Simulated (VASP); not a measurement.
## GaAs: single point with PBE

The system is GaAs.

```
CELL_PARAMETERS angstrom
0.00000 2.69318 2.69318
2.69318 0.00000 2.69318
2.69318 2.69318 0.00000
ATOMIC_POSITIONS crystal
Ga 0.00000 0.00000 0.00000
As 0.50000 0.50000 0.50000
```

* Program: VASP 6.6.1
* Task: single point
* Functional: PBE
* Potentials or basis: VASP PAW PBE potentials, release 64 (Ga_d, As)
* Cutoff: 500 eV
* k mesh: 6 × 6 × 6
* Occupations: gaussian, width 0.05 eV
* Spin: no spin polarisation
* Dipole correction: no
* Further INCAR settings: ALGO = Normal; EDIFF = 1e-06; NBANDS = 16

```
Pressure               : 0.3 GPa
Band gap on the k mesh : zero (band 9 reaches 5.90 eV, above the bottom of band 10 at 2.74 eV)
```

Levels at points of the mesh, in eV from the Fermi level:
```
           k point  band 7  band 8  band 9  band 10  band 11  band 12
(0.00, 0.00, 0.00)   -0.20   -0.04   -0.04    -0.04     7.21     7.21
(0.50, 0.00, 0.00)   -7.70    0.16    0.16     2.57     2.85     2.85
(0.50, 0.50, 0.00)   -5.57   -3.74   -2.62    -2.62     3.52     9.92
```

It took 18 s on 1 thread of Intel Xeon 8259CL (shared host), peak memory 0.16 GiB.
